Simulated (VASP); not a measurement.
Input of a VASP 6.6.1 run:

The input INCAR:

```
ALGO     = Normal         # electronic algorithm
EDIFF    = 1E-7           # SCF threshold, eV
ENCUT    = 520            # plane-wave cutoff, eV
GGA      = PE             # functional
ISIF     = 2              # what is computed and relaxed
ISMEAR   = 0              # smearing method
LASPH    = True           # aspherical terms in the spheres
LCHARG   = False          # write CHGCAR
LREAL    = False          # projectors in reciprocal space
LWAVE    = False          # write WAVECAR
NBANDS   = 26             # bands
NELM     = 100            # most SCF steps
PREC     = Accurate       # precision mode
SIGMA    = 0.1            # smearing width, eV
```

Contents of KPOINTS:

```
k-points
0
Gamma
  6 4 4
```

Contents of POSCAR:

```
Hf3F
1.0
    3.0578660127      0.0000000000      0.0000000000
    0.0000000000      3.1342715423      0.0000000000
    0.0000000000      0.0000000000      8.0010018805
Hf F
3 1
Direct
    0.0000000000      0.0000000000      0.5000000000
    0.5000000000      0.5000000000      0.7731696943
    0.5000000000      0.5000000000      0.2268303057
    0.0000000000      0.0000000000      0.0000000000
```

Potentials or basis: VASP PAW PBE potentials, release 64 (Hf_pv, F).

Launch:

```bash
$ cat potpaw_PBE.64/Hf_pv/POTCAR potpaw_PBE.64/F/POTCAR > POTCAR
$ mpirun -np 1 vasp_std > vasp.out
```

(1) Predict the largest force.

(2) Predict the pressure.

Answers

(1) 0.014 eV/Å.

(2) -0.6 GPa.

Caveat: the k points lie up to 0.50 Å⁻¹ apart; an odd number of electrons without spin polarisation forces a metal; a magnetic or distorted state may lie lower.
